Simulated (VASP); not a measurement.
# In in VASP: density of states with PBE

Aim: the density of states of In with PBE.

Everything below comes from runs of VASP 6.6.1. Logs are shortened: lines on timing, memory, paths and dates and some standing lists are left out, and cuts for length are marked.

### 1 The cell of the first run

The cell holds a slab with vacuum, 4 atoms: a = 3.335 Å, b = 3.335 Å, c = 23.264 Å, α = 90.00°, β = 90.00°, γ = 120.00°.

### 2 Density of states, PBE

Input file POSCAR:

```
In
1.0
    3.3354847820      0.0000000000      0.0000000000
   -1.6677423910      2.8886145552      0.0000000000
    0.0000000000      0.0000000000     23.2637143800
In
4
Direct
    0.6666666700      0.3333333400      0.3223904780
    0.3333333300      0.6666666600      0.4407968260
    0.6666666700      0.3333333400      0.5592031740
    0.3333333300      0.6666666600      0.6776095220
```

Input file INCAR.step1:

```
ALGO = Normal
DIPOL = 0.5 0.5 0.500
EDIFF = 1E-6
ENCUT = 520
GGA = PE
IDIPOL = 3
ISIF = 2
ISMEAR = -1
LASPH = True
LCHARG = True
LDIPOL = True
LREAL = False
LWAVE = False
NBANDS = 34
NELM = 80
PREC = Accurate
SIGMA = 0.05
```

Input file KPOINTS.step1:

```
k-points
0
Gamma
  9 9 1
```

Input file INCAR.step2:

```
ALGO = Normal
DIPOL = 0.5 0.5 0.500
EDIFF = 1E-6
ENCUT = 520
GGA = PE
ICHARG = 11
IDIPOL = 3
ISIF = 2
ISMEAR = -5
LASPH = True
LCHARG = False
LDIPOL = True
LORBIT = 11
LREAL = False
LWAVE = False
NEDOS = 2001
NELM = 80
PREC = Accurate
SIGMA = 0.05
```

Input file KPOINTS.step2:

```
k-points
0
Gamma
  14 14 1
```

Potentials or basis: VASP PAW PBE potentials, release 64 (In_d).

On the command line:

```
$ cat potpaw_PBE.64/In_d/POTCAR > POTCAR
$ cp INCAR.step1 INCAR
$ cp KPOINTS.step1 KPOINTS
$ mpirun -np 1 vasp_std > vasp.out
$ cp INCAR.step2 INCAR
$ cp KPOINTS.step2 KPOINTS
$ mpirun -np 1 vasp_std > vasp.out
```

OUTCAR:

```text
EDIFF = 1E-6
   ENCUT = 520
   GGA = PE
   ICHARG = 11
   ISIF = 2
   ISMEAR = -5
   LASPH = True
   LORBIT = 11
   LREAL = False
   NELM = 80
   PREC = Accurate

 ion  position               nearest neighbor table
   1  0.667  0.333  0.322-   2 3.36   2 3.36   2 3.36
   2  0.333  0.667  0.441-   3 3.36   3 3.36   1 3.36   1 3.36   3 3.36   1 3.36
   3  0.667  0.333  0.559-   2 3.36   2 3.36   4 3.36   4 3.36   2 3.36   4 3.36
   4  0.333  0.667  0.678-   3 3.36   3 3.36   3 3.36

  LATTYP: Found a hexagonal cell.
 ALAT       =     3.3354847820
 C/A-ratio  =     6.9746126577

  Lattice vectors:

 A1 = (   3.3354847820,   0.0000000000,   0.0000000000)
 A2 = (  -1.6677423910,   2.8886145552,   0.0000000000)
 A3 = (   0.0000000000,   0.0000000000,  23.2637143800)

Analysis of symmetry for initial positions (statically):
=====================================================================
 Subroutine PRICEL returns:
 Original cell was already a primitive cell.

 Routine SETGRP: Setting up the symmetry group for a
 hexagonal supercell.

 Subroutine GETGRP returns: Found 12 space group operations
 (whereof 12 operations were pure point group operations)
 out of a pool of 24 trial point group operations.

The static configuration has the point symmetry D_3d.

Analysis of symmetry for dynamics (positions and initial velocities):
=====================================================================
 Subroutine PRICEL returns:
 Original cell was already a primitive cell.

 Routine SETGRP: Setting up the symmetry group for a
 hexagonal supercell.

 Subroutine GETGRP returns: Found 12 space group operations
 (whereof 12 operations were pure point group operations)
 out of a pool of 24 trial point group operations.

The dynamic configuration has the point symmetry D_3d.

 Subroutine INISYM returns: Found 12 space group operations
 (whereof 12 operations are pure point group operations),
 and found     1 'primitive' translations

----------------------------------------------------------------------------------------

                                     Primitive cell

  volume of cell :     224.1443

  direct lattice vectors                    reciprocal lattice vectors
[... 102 lines left out ...]
   PSTRESS=    0.0 pullay stress
   NELECT =      52.0000    total number of electrons
   NUPDOWN=      -1.0000    fix difference up-down
   EMIN   =  10.00;   EMAX   =-10.00  energy-range for DOS
   EFERMI =   0.00;   METHOD = LEGACY
   ISMEAR =    -5;   SIGMA  =   0.05  broadening in eV -4-tet -1-fermi 0-gaus
   EFERMI_NEDOS =   21; number of points for ismear=-14 and -15
   IALGO  =     38    algorithm
   IMIX   =      4    mixing-type and parameters
     AMIX     =   0.40;   BMIX     =  1.00
     AMIX_MAG =   1.60;   BMIX_MAG =  1.00
  volume/ion in A,a.u.               =      56.04       378.15
  Fermi-wavevector in a.u.,A,eV,Ry     =   1.005928  1.900928 13.767605  1.011890
  Thomas-Fermi vector in A             =   2.138638
   LORBIT       =     11    0 simple, 1 ext, 2 COOP (PROOUT), +10 PAW based schemes
   GGA     = PE    functional components
   LHFCALC =     F    Hartree Fock is set to
   AEXX    =    0.0000 exact exchange contribution
   IVDW    =     0    specifies the selected vdW correction
   LEPSILON=     F    determine dielectric tensor
   LRPA    =     F    only Hartree local field effects (RPA)
 non-spin polarized calculation
 Fermi weights with tetrahedron method with Bloechl corrections
  energy-cutoff  :      520.00
  volume of cell :      224.14
 maximum number of plane-waves:      6063
 NGX is ok and might be reduce to    28

 number of electron      52.0000005 magnetization

 dipolmoment           0.000000      0.000000     -0.000000 electrons x Angstroem

 Free energy of the ion-electron system (eV)
  ---------------------------------------------------
  ext. energy  EPLUGINS =         0.00000000
  ---------------------------------------------------
  free energy    TOTEN  =        -9.86145781 eV

  energy without entropy =       -9.86145781  energy(sigma->0) =       -9.86145781

 E-fermi :   1.5509     XC(G=0):  -5.4952

 val. band max:        1.7211130938   @ k =   0.2143   0.2143   0.0000
 cond. band min:       1.4372678138   @ k =   0.4286   0.1429   0.0000
 fundamental gap:     -0.2838452800
 Fermi energy:         1.5509021762

 k-point     1 :       0.0000    0.0000    0.0000
  band No.  band energies     occupation
      1     -13.1678      2.00000
      2     -13.1599      2.00000
      3     -13.1344      2.00000
      4     -13.1151      2.00000
      5     -13.0905      2.00000
      6     -13.0905      2.00000
[... 805 lines left out ...]
     30       2.3409      0.00000
     31       2.4314      0.00000

------------------------ aborting loop because EDIFF is reached ----------------------------------------

 vacuum level on the upper side and lower side of the slab       (xc-potential included)        -0.182        -0.182

  FORCE on cell =-STRESS in cart. coord.  units (eV):
  Direction    XX          YY          ZZ          XY          YZ          ZX
  --------------------------------------------------------------------------------------
  -------------------------------------------------------------------------------------
  Total        0.1406647      0.1406647     -0.4974890      0.0000000     -0.0000000      0.0000000
  in kB        1.0054679      1.0054679     -3.5560386      0.0000000     -0.0000000      0.0000000
  external PRESSURE =      -0.5150342 kB  Pullay stress =       0.0000000 kB

 VOLUME and BASIS-vectors are now :
 -----------------------------------------------------------------------------
  energy-cutoff  :      520.00
  volume of cell :      224.14
      direct lattice vectors                 reciprocal lattice vectors
     3.335484782  0.000000000  0.000000000     0.299806495  0.173093360  0.000000000
    -1.667742391  2.888614555  0.000000000     0.000000000  0.346186721  0.000000000
     0.000000000  0.000000000 23.263714380     0.000000000  0.000000000  0.042985397

 POSITION                                       TOTAL-FORCE (eV/Angst)
 -----------------------------------------------------------------------------------
      1.66774      0.96287      7.50000        -0.000000      0.000000     -0.005705
      0.00000      1.92574     10.25457        -0.000000     -0.000000      0.062509
      1.66774      0.96287     13.00914        -0.000000      0.000000     -0.062509
      0.00000      1.92574     15.76371         0.000000     -0.000000      0.005705
 -----------------------------------------------------------------------------------
    total drift:                               -0.000000      0.000000     -0.000000

  FREE ENERGIE OF THE ION-ELECTRON SYSTEM (eV)
  ---------------------------------------------------
  free  energy   TOTEN  =        -9.8614578111 eV

  energy  without entropy=       -9.8614578111  energy(sigma->0) =       -9.86145781

 vacuum level on the upper side and lower side of the slab         5.136         5.136

 total charge

# of ion       s       p       d       tot
------------------------------------------
    1        1.035   0.429   9.843  11.308
    2        0.989   0.495   9.847  11.332
    3        0.989   0.495   9.847  11.332
    4        1.035   0.429   9.843  11.308
--------------------------------------------------
tot          4.050   1.849  39.381  45.279
```

OUTCAR.step1:

```text
EDIFF = 1E-6
   ENCUT = 520
   GGA = PE
   ISIF = 2
   ISMEAR = -1
   LASPH = True
   LREAL = False
   NELM = 80
   PREC = Accurate

[... 662 lines left out ...]
      0.00000      1.92574     15.76371        -0.000000     -0.000000      0.113034
 -----------------------------------------------------------------------------------
    total drift:                                0.000000      0.000000     -0.000000

  FREE ENERGIE OF THE ION-ELECTRON SYSTEM (eV)
  ---------------------------------------------------
  free  energy   TOTEN  =        -9.8716440610 eV

  energy  without entropy=       -9.8556126672  energy(sigma->0) =       -9.86362836

 vacuum level on the upper side and lower side of the slab         5.137         5.137
```

Run time: 4 min. Hardware: 1 thread of Intel Xeon Platinum 8488C (Sapphire Rapids), shared host; peak memory 0.39 GiB.

Results:

```
Valence electrons inside the program's atomic spheres : In 11.31, 11.33
```

Caveat: spin-orbit coupling is left out, which moves the levels of the heavy elements; tetrahedron occupations give inexact forces and stress in metals.
